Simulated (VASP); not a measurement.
# CaHf3 (Pm-3m) in VASP: further runs

CaHf3 is run at these levels: PBE; tasks: single point, relaxation of cell and atoms.

Everything below comes from runs of VASP 6.6.1. Logs are shortened: lines on timing, memory, paths and dates and some standing lists are left out, and cuts for length are marked.

## 1. The cell of the first run

Symmetry: Pm-3m, No. 221, cubic system. Conventional cell: a = 4.609 Å, b = 4.609 Å, c = 4.609 Å, α = 90.00°, β = 90.00°, γ = 90.00°. Ca (site symmetry m-3m) has 12 Hf at 3.26 Å within 4.3 Å. Within 4.3 Å of Hf (site symmetry 4/mmm) lie 4 Ca at 3.26 Å and 8 Hf at 3.26 Å.

The cell was generated, and may not be a known phase.

## 2. Single point, PBE

The input, INCAR:

```
SYSTEM = CaHf3
PREC = Accurate
ENCUT = 520
EDIFF = 1E-6
ISMEAR = 0
SIGMA = 0.1
LREAL = .FALSE.
LASPH = .TRUE.
NELM = 60
ALGO = Fast
ISIF = 2
LWAVE = .FALSE.
LCHARG = .FALSE.
GGA = PE
NBANDS = 28
```

The input, KPOINTS:

```
Automatic mesh
0
G
  10 10 10
  0 0 0
```

The input, POSCAR:

```
CaHf3
1.0
    4.6087766079      0.0000000000      0.0000000000
    0.0000000000      4.6087766079      0.0000000000
    0.0000000000      0.0000000000      4.6087766079
Ca Hf
1 3
Direct
    0.0000000000      0.0000000000      0.0000000000
    0.0000000000      0.5000000000      0.5000000000
    0.5000000000      0.0000000000      0.5000000000
    0.5000000000      0.5000000000      0.0000000000
```

Potentials or basis: VASP PAW PBE potentials, release 64 (Ca_sv, Hf_pv).

Run with:

```
cat potpaw_PBE.64/Ca_sv/POTCAR potpaw_PBE.64/Hf_pv/POTCAR > POTCAR
mpirun -np 1 vasp_std > vasp.out
```

OUTCAR:

```text
SYSTEM = CaHf3
   PREC = Accurate
   ENCUT = 520
   EDIFF = 1E-6
   ISMEAR = 0
   LREAL = .FALSE.
   LASPH = .TRUE.
   NELM = 60
   ISIF = 2
   GGA = PE

 ion  position               nearest neighbor table
   1  0.000  0.000  0.000-   2 3.26   3 3.26   4 3.26   2 3.26   3 3.26   2 3.26   4 3.26   2 3.26
                             3 3.26   4 3.26   3 3.26   4 3.26
   2  0.000  0.500  0.500-   1 3.26   3 3.26   4 3.26   1 3.26   4 3.26   1 3.26   3 3.26   1 3.26
                             3 3.26   4 3.26   4 3.26   3 3.26
   3  0.500  0.000  0.500-   1 3.26   2 3.26   4 3.26   1 3.26   4 3.26   2 3.26   4 3.26   4 3.26
                             1 3.26   2 3.26   1 3.26   2 3.26
   4  0.500  0.500  0.000-   1 3.26   2 3.26   3 3.26   2 3.26   3 3.26   1 3.26   3 3.26   3 3.26
                             1 3.26   2 3.26   2 3.26   1 3.26

  LATTYP: Found a simple cubic cell.
 ALAT       =     4.6087766079

  Lattice vectors:

 A1 = (   4.6087766079,   0.0000000000,   0.0000000000)
 A2 = (   0.0000000000,   4.6087766079,   0.0000000000)
 A3 = (   0.0000000000,   0.0000000000,   4.6087766079)

Analysis of symmetry for initial positions (statically):
=====================================================================
 Subroutine PRICEL returns:
 Original cell was already a primitive cell.

 Routine SETGRP: Setting up the symmetry group for a
 simple cubic supercell.

 Subroutine GETGRP returns: Found 48 space group operations
 (whereof 48 operations were pure point group operations)
 out of a pool of 48 trial point group operations.

The static configuration has the point symmetry O_h .

Analysis of symmetry for dynamics (positions and initial velocities):
=====================================================================
 Subroutine PRICEL returns:
 Original cell was already a primitive cell.

 Routine SETGRP: Setting up the symmetry group for a
 simple cubic supercell.

 Subroutine GETGRP returns: Found 48 space group operations
 (whereof 48 operations were pure point group operations)
 out of a pool of 48 trial point group operations.

The dynamic configuration has the point symmetry O_h .

 Subroutine INISYM returns: Found 48 space group operations
 (whereof 48 operations are pure point group operations),
 and found     1 'primitive' translations

----------------------------------------------------------------------------------------

                                     Primitive cell

  volume of cell :      97.8942

  direct lattice vectors                    reciprocal lattice vectors
     4.608776608  0.000000000  0.000000000     0.216977321  0.000000000  0.000000000
     0.000000000  4.608776608  0.000000000     0.000000000  0.216977321  0.000000000
     0.000000000  0.000000000  4.608776608     0.000000000  0.000000000  0.216977321

  length of vectors
     4.608776608  4.608776608  4.608776608     0.216977321  0.216977321  0.216977321

  position of ions in fractional coordinates (direct lattice)
     0.000000000  0.000000000  0.000000000
     0.000000000  0.500000000  0.500000000
     0.500000000  0.000000000  0.500000000
     0.500000000  0.500000000  0.000000000

  ion indices of the primitive-cell ions
   primitive index   ion index
                 1           1
                 2           2
                 3           3
                 4           4

----------------------------------------------------------------------------------------

 KPOINTS: Automatic mesh

Automatic generation of k-mesh.
 Grid dimensions read from file:
 generate k-points for:   10   10   10

 Generating k-lattice:

  Cartesian coordinates                     Fractional coordinates (reciprocal lattice)
     0.021697732  0.000000000  0.000000000     0.100000000  0.000000000  0.000000000
     0.000000000  0.021697732  0.000000000     0.000000000  0.100000000  0.000000000
     0.000000000  0.000000000  0.021697732     0.000000000  0.000000000  0.100000000

  Length of vectors
     0.021697732  0.021697732  0.021697732

  Shift w.r.t. Gamma in fractional coordinates (k-lattice)
     0.000000000  0.000000000  0.000000000

 Subroutine IBZKPT returns following result:
 ===========================================

 Found     56 irreducible k-points:

 Following reciprocal coordinates:
            Coordinates               Weight
  0.000000  0.000000  0.000000      1.000000
  0.100000  0.000000  0.000000      6.000000
  0.200000  0.000000  0.000000      6.000000
  0.300000  0.000000  0.000000      6.000000
  0.400000  0.000000  0.000000      6.000000
  0.500000  0.000000  0.000000      3.000000
[... 16 lines left out ...]
  0.200000  0.100000  0.100000     24.000000
  0.300000  0.100000  0.100000     24.000000
 [... further k-points ...]
   k-points           NKPTS =     56   k-points in BZ     NKDIM =     56   number of bands    NBANDS=     28
   number of dos      NEDOS =    301   number of ions     NIONS =      4
   total plane-waves  NPLWV =  46656
   dimension x,y,z NGX =    36 NGY =   36 NGZ =   36
   dimension x,y,z NGXF=    72 NGYF=   72 NGZF=   72
   ions per type =               1   3
   NGX,Y,Z   is equivalent  to a cutoff of  12.99, 12.99, 12.99 a.u.
   NGXF,Y,Z  is equivalent  to a cutoff of  25.97, 25.97, 25.97 a.u.
 SYSTEM =  CaHf3
   PREC   = accura    normal or accurate (medium, high low for compatibility)
   ISTART =      0    job   : 0-new  1-cont  2-samecut
   ICHARG =      2    charge: 1-file 2-atom 10-const
   ISPIN  =      1    spin polarized calculation?
   LNONCOLLINEAR =      F non collinear calculations
   LSORBIT =      F    spin-orbit coupling
   LASPH  =      T    aspherical Exc in radial PAW
   ENCUT  =  520.0 eV  38.22 Ry    6.18 a.u.   8.57  8.57  8.57*2*pi/ulx,y,z
   NELM   =     60;   NELMIN=  2; NELMDL= -5     # of ELM steps
   EDIFF  = 0.1E-05   stopping-criterion for ELM
   LREAL  =      F    real-space projection
   EDIFFG = 0.1E-04   stopping-criterion for IOM
   NSW    =      0    number of steps for IOM
   IBRION =     -1    ionic relax: 0-MD 1-quasi-New 2-CG
   NFREE  =      0    steps in history (QN), initial steepest desc. (CG)
   ISIF   =      2    stress and relaxation
   ISYM   =      2    0-nonsym 1-usesym 2-fastsym
   POTIM  = 0.5000    time-step for ionic-motion
   TEBEG  =    0.0;   TEEND  =   0.0 temperature during run
   PSTRESS=    0.0 pullay stress
   NELECT =      40.0000    total number of electrons
   NUPDOWN=      -1.0000    fix difference up-down
   EMIN   =  10.00;   EMAX   =-10.00  energy-range for DOS
   EFERMI =   0.00;   METHOD = LEGACY
   ISMEAR =     0;   SIGMA  =   0.10  broadening in eV -4-tet -1-fermi 0-gaus
   EFERMI_NEDOS =   21; number of points for ismear=-14 and -15
   IALGO  =     68    algorithm
   IMIX   =      4    mixing-type and parameters
     AMIX     =   0.40;   BMIX     =  1.00
     AMIX_MAG =   1.60;   BMIX_MAG =  1.00
  volume/ion in A,a.u.               =      24.47       165.16
  Fermi-wavevector in a.u.,A,eV,Ry     =   1.214812  2.295662 20.079054  1.475769
  Thomas-Fermi vector in A             =   2.350220
   LORBIT       =      0    0 simple, 1 ext, 2 COOP (PROOUT), +10 PAW based schemes
   GGA     = PE    functional components
   LHFCALC =     F    Hartree Fock is set to
   AEXX    =    0.0000 exact exchange contribution
   IVDW    =     0    specifies the selected vdW correction
   LEPSILON=     F    determine dielectric tensor
   LRPA    =     F    only Hartree local field effects (RPA)
 non-spin polarized calculation
 RMM-DIIS sequential band-by-band and
 Gauss-broadening in eV      SIGMA  =   0.10
  energy-cutoff  :      520.00
  volume of cell :       97.89
 maximum number of plane-waves:      2666
 NGX is ok and might be reduce to    36
   NGX = 17   NGY = 17   NGZ = 17

 number of electron      40.0000006 magnetization

 Free energy of the ion-electron system (eV)
  ---------------------------------------------------
  ext. energy  EPLUGINS =         0.00000000
  ---------------------------------------------------
  free energy    TOTEN  =       -30.04621386 eV

  energy without entropy =      -30.02544475  energy(sigma->0) =      -30.03582931

 E-fermi :   4.1833     XC(G=0): -10.5753

 val. band max:        4.1820256510   @ k =   0.4000   0.4000   0.3000
 cond. band min:       4.1954401441   @ k =   0.5000   0.4000   0.1000
 fundamental gap:      0.0134144931
 Fermi energy:         4.1832654887

 k-point     1 :       0.0000    0.0000    0.0000
  band No.  band energies     occupation
      1     -35.7865      2.00000
      2     -26.7136      2.00000
      3     -26.7136      2.00000
      4     -26.7136      2.00000
      5     -26.5133      2.00000
      6     -26.5133      2.00000
[... 20 lines left out ...]
     27       8.3237      0.00000
     28       8.3237      0.00000

 k-point     2 :       0.1000    0.0000    0.0000
  band No.  band energies     occupation
      1     -35.7866      2.00000
      2     -26.7081      2.00000
      3     -26.7081      2.00000
      4     -26.7052      2.00000
      5     -26.5151      2.00000
      6     -26.5151      2.00000
[... 20 lines left out ...]
     27       8.1724      0.00000
     28       8.3472      0.00000

 k-point     3 :       0.2000    0.0000    0.0000
  band No.  band energies     occupation
      1     -35.7866      2.00000
      2     -26.6925      2.00000
      3     -26.6925      2.00000
      4     -26.6812      2.00000
      5     -26.5205      2.00000
      6     -26.5205      2.00000
[... 20 lines left out ...]
     27       7.7350      0.00000
     28       8.3694      0.00000

 k-point     4 :       0.3000    0.0000    0.0000
  band No.  band energies     occupation
      1     -35.7867      2.00000
      2     -26.6700      2.00000
      3     -26.6700      2.00000
      4     -26.6452      2.00000
      5     -26.5300      2.00000
      6     -26.5300      2.00000
[... 20 lines left out ...]
     27       7.0910      0.00000
     28       7.5816      0.00000

 k-point     5 :       0.4000    0.0000    0.0000
  band No.  band energies     occupation
      1     -35.7868      2.00000
      2     -26.6471      2.00000
      3     -26.6471      2.00000
      4     -26.6061      2.00000
      5     -26.5422      2.00000
      6     -26.5422      2.00000
[... 20 lines left out ...]
     27       6.8336      0.00000
     28       6.8336      0.00000

 k-point     6 :       0.5000    0.0000    0.0000
  band No.  band energies     occupation
      1     -35.7868      2.00000
      2     -26.6361      2.00000
      3     -26.6361      2.00000
      4     -26.5858      2.00000
      5     -26.5490      2.00000
      6     -26.5490      2.00000
[... 463 lines left out ...]
      5     -26.5560      2.00000
      6     -26.5474      2.00000
[... 20 lines left out ...]
     27       6.5453      0.00000
     28       8.5399      0.00000

 k-point    22 :       0.1000    0.1000    0.1000
  band No.  band energies     occupation
      1     -35.7866      2.00000
      2     -26.7148      2.00000
      3     -26.6856      2.00000
      4     -26.6856      2.00000
      5     -26.5249      2.00000
      6     -26.5249      2.00000
[... 20 lines left out ...]
     27       8.1474      0.00000
     28       8.1474      0.00000

 k-point    23 :       0.2000    0.1000    0.1000
  band No.  band energies     occupation
      1     -35.7866      2.00000
      2     -26.7091      2.00000
      3     -26.6718      2.00000
      4     -26.6573      2.00000
      5     -26.5389      2.00000
      6     -26.5268      2.00000
[... 20 lines left out ...]
     27       7.7625      0.00000
     28       8.2354      0.00000

 k-point    24 :       0.3000    0.1000    0.1000
  band No.  band energies     occupation
      1     -35.7866      2.00000
      2     -26.6914      2.00000
      3     -26.6512      2.00000
      4     -26.6287      2.00000
      5     -26.5558      2.00000
      6     -26.5279      2.00000
[... 20 lines left out ...]
     27       7.2921      0.00000
     28       7.6305      0.00000

 [... further k-points ...]

------------------------ aborting loop because EDIFF is reached ----------------------------------------

  FORCE on cell =-STRESS in cart. coord.  units (eV):
  Direction    XX          YY          ZZ          XY          YZ          ZX
  --------------------------------------------------------------------------------------
  -------------------------------------------------------------------------------------
  Total       -0.1253790     -0.1253790     -0.1253790      0.0000000      0.0000000     -0.0000000
  in kB       -2.0520055     -2.0520055     -2.0520055      0.0000000      0.0000000     -0.0000000
  external PRESSURE =      -2.0520055 kB  Pullay stress =       0.0000000 kB

 VOLUME and BASIS-vectors are now :
 -----------------------------------------------------------------------------
  energy-cutoff  :      520.00
  volume of cell :       97.89
      direct lattice vectors                 reciprocal lattice vectors
     4.608776608  0.000000000  0.000000000     0.216977321  0.000000000  0.000000000
     0.000000000  4.608776608  0.000000000     0.000000000  0.216977321  0.000000000
     0.000000000  0.000000000  4.608776608     0.000000000  0.000000000  0.216977321

 POSITION                                       TOTAL-FORCE (eV/Angst)
 -----------------------------------------------------------------------------------
      0.00000      0.00000      0.00000         0.000000      0.000000      0.000000
      0.00000      2.30439      2.30439         0.000000      0.000000      0.000000
      2.30439      0.00000      2.30439         0.000000      0.000000      0.000000
      2.30439      2.30439      0.00000         0.000000      0.000000      0.000000
 -----------------------------------------------------------------------------------
    total drift:                                0.000000      0.000000      0.000000

  FREE ENERGIE OF THE ION-ELECTRON SYSTEM (eV)
  ---------------------------------------------------
  free  energy   TOTEN  =       -30.0462138616 eV

  energy  without entropy=      -30.0254447532  energy(sigma->0) =      -30.03582931
```

It took 9.3 min on 1 thread of Oxide Virtual Turin-like, shared host; peak memory 0.27 GiB.

What came out:

- Free energy: -30.0462 eV
- Pressure: -0.2 GPa
- Band gap on the k mesh: zero (bands 20 and 21 overlap by 0.85 eV)

Levels at points of the mesh, in eV from the Fermi level:
| k point | band 18 | band 19 | band 20 | band 21 | band 22 | band 23 |
| --- | --- | --- | --- | --- | --- | --- |
| (0.00, 0.00, 0.00) | -1.47 | -1.47 | -1.47 | 1.84 | 1.84 | 1.84 |
| (0.50, 0.00, 0.00) | -0.64 | -0.27 | -0.27 | 0.14 | 0.14 | 0.38 |
| (0.50, 0.50, 0.00) | -0.37 | -0.12 | 0.00 | 0.00 | 0.30 | 0.30 |
| (0.50, 0.50, 0.50) | 0.35 | 0.62 | 0.62 | 0.62 | 1.00 | 1.00 |

Caveat: spin-orbit coupling is left out, which moves the levels of the heavy elements.

## 3. Relaxation of cell and atoms, PBE

The input, INCAR:

```
ALGO = Fast ; EDIFF = 1E-6
EDIFFG = -0.01 ; ENCUT = 600
GGA = PE ; IBRION = 2
ISIF = 3 ; ISMEAR = 0
LASPH = T ; LCHARG = F
LREAL = F ; LWAVE = F
NELM = 100 ; NSW = 100
PREC = Accurate ; SIGMA = 0.1
```

The input, KPOINTS:

```
k-points
0
Gamma
  10 10 10
```

The input, POSCAR:

```
CaHf3
1.0
    4.6067072732      0.0000000000      0.0000000000
    0.0000000000      4.6067072732      0.0000000000
    0.0000000000      0.0000000000      4.6067072732
Ca Hf
1 3
Direct
    0.0000000000      0.0000000000      0.0000000000
    0.0000000000      0.5000000000      0.5000000000
    0.5000000000      0.0000000000      0.5000000000
    0.5000000000      0.5000000000      0.0000000000
```

Potentials or basis: VASP PAW PBE potentials, release 64 (Ca_sv, Hf_pv).

Run with:

```
cat potpaw_PBE.64/Ca_sv/POTCAR potpaw_PBE.64/Hf_pv/POTCAR > POTCAR
mpirun -np 1 vasp_std > vasp.out
```

Run time: 13 min. Hardware: 1 thread of Oxide Virtual Turin-like, shared host; peak memory 0.32 GiB.

It converged, with:

| Item | Value |
| --- | --- |
| Free energy | -30.0472 eV |
| Relaxed volume | 24.38 Å³/atom |
| Relaxed cell | a = 4.603 Å, b = 4.603 Å, c = 4.603 Å, α = 90.00°, β = 90.00°, γ = 90.00° |
| Space group after relaxing (to 0.1 Å) | Pm-3m (No. 221) |
| Energy gained by relaxing | 0.0 meV/atom |
| Ionic steps | 2 |
| Pressure after relaxing | 0.1 GPa |
| Band gap on the k mesh | zero (bands 20 and 21 overlap by 0.86 eV) |

Final structure:
```yaml
crystal:
  lattice:
    - [4.60318, 0.00000, 0.00000]
    - [0.00000, 4.60318, 0.00000]
    - [0.00000, 0.00000, 4.60318]
  atoms:
    - { symbol: Ca, position: [0.00000, 0.00000, 0.00000] }
    - { symbol: Hf, position: [0.00000, 0.50000, 0.50000] }
    - { symbol: Hf, position: [0.50000, 0.00000, 0.50000] }
    - { symbol: Hf, position: [0.50000, 0.50000, 0.00000] }
```

Levels at points of the mesh, in eV from the Fermi level:
| k point | band 17 | band 18 | band 19 | band 20 | band 21 | band 22 | band 23 | band 24 |
| --- | --- | --- | --- | --- | --- | --- | --- | --- |
| (0.00, 0.00, 0.00) | -2.50 | -1.48 | -1.48 | -1.48 | 1.84 | 1.84 | 1.84 | 2.35 |
| (0.50, 0.00, 0.00) | -0.98 | -0.65 | -0.27 | -0.27 | 0.14 | 0.14 | 0.38 | 1.38 |
| (0.50, 0.50, 0.00) | -1.62 | -0.38 | -0.12 | -0.01 | -0.01 | 0.29 | 0.29 | 0.63 |
| (0.50, 0.50, 0.50) | -2.33 | 0.36 | 0.63 | 0.63 | 0.63 | 1.00 | 1.00 | 1.01 |

Caveat: spin-orbit coupling is left out, which moves the levels of the heavy elements.
